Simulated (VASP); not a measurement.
Set up this calculation in VASP 6.6.1, as the native input.

```
Task                   : single point
Functional             : PBE
Potentials or basis    : VASP PAW PBE potentials, release 64 (Ba_sv, Ti_sv, O)
Cutoff                 : 520 eV
k mesh                 : 6 × 4 × 4
Occupations            : gaussian, width 0.02 eV
Spin                   : no spin polarisation
Hubbard terms          : Ti d U = 4.0 eV
Dipole correction      : no
Further INCAR settings : ALGO = Normal; EDIFF = 1e-07; NBANDS = 51
```

The structure of BaTiO3 lies in POSCAR:

```
BaTiO3
1.0
    4.0873255918      0.0000000000      0.0000000000
    0.0000000000      5.8621338316      0.0000000000
    0.0000000000      0.0000000000      5.7046749491
Ba Ti O
2 2 6
Direct
    0.0000000000      0.5000000000      0.5048291863
    0.0000000000      0.0000000000      0.0048291863
    0.5000000000      0.5000000000      0.0166595092
    0.5000000000      0.0000000000      0.5166595092
    0.5000000000      0.7445768166      0.2350938305
    0.5000000000      0.2554231834      0.2350938305
    0.0000000000      0.5000000000      0.9882236435
    0.5000000000      0.2445768166      0.7350938305
    0.5000000000      0.7554231834      0.7350938305
    0.0000000000      0.0000000000      0.4882236435
```

This cell differs from its parent crystal: biaxial strain in the a-b plane: +2.0 %.

One way to write it, as run:

INCAR

```
PREC     = Accurate       # precision mode
ENCUT    = 520            # plane-wave cutoff, eV
EDIFF    = 1E-7           # SCF threshold, eV
ISMEAR   = 0              # smearing method
SIGMA    = 0.02           # smearing width, eV
LREAL    = F              # projectors in reciprocal space
LASPH    = T              # aspherical terms in the spheres
NELM     = 150            # most SCF steps
ALGO     = Normal         # electronic algorithm
ISIF     = 2              # what is computed and relaxed
LWAVE    = F              # write WAVECAR
LCHARG   = F              # write CHGCAR
LMAXMIX  = 4              # l up to which the mixer works
LDAU     = T              # DFT+U
LDAUTYPE = 2            
LDAUL    = -1 2 -1        # shell
LDAUU    = 0 4 0          # U, eV
LDAUJ    = 0 0 0        
LDAUPRINT= 1            
GGA      = PE             # functional
NBANDS   = 51             # bands
```

KPOINTS

```
regular mesh
0
Gamma
  6 4 4
```

Potentials or basis: VASP PAW PBE potentials, release 64 (Ba_sv, Ti_sv, O).

The run is started by

```sh
$ cat potpaw_PBE.64/Ba_sv/POTCAR potpaw_PBE.64/Ti_sv/POTCAR potpaw_PBE.64/O/POTCAR > POTCAR
$ mpirun -np 1 vasp_std > vasp.out
```

It gave:

| Property | Result |
| --- | --- |
| Pressure | -1.0 GPa |
| Largest force | 0.493 eV/Å |
| Band gap on the k mesh | 2.43 eV |

Caveat: the cell differs from its parent crystal (biaxial strain in the a-b plane: +2.0 %); spin-orbit coupling is left out, which moves the levels of the heavy elements.

Run time: 10 min on 1 thread of Intel Xeon 8259CL, with other jobs on the host, peak memory 0.37 GiB.
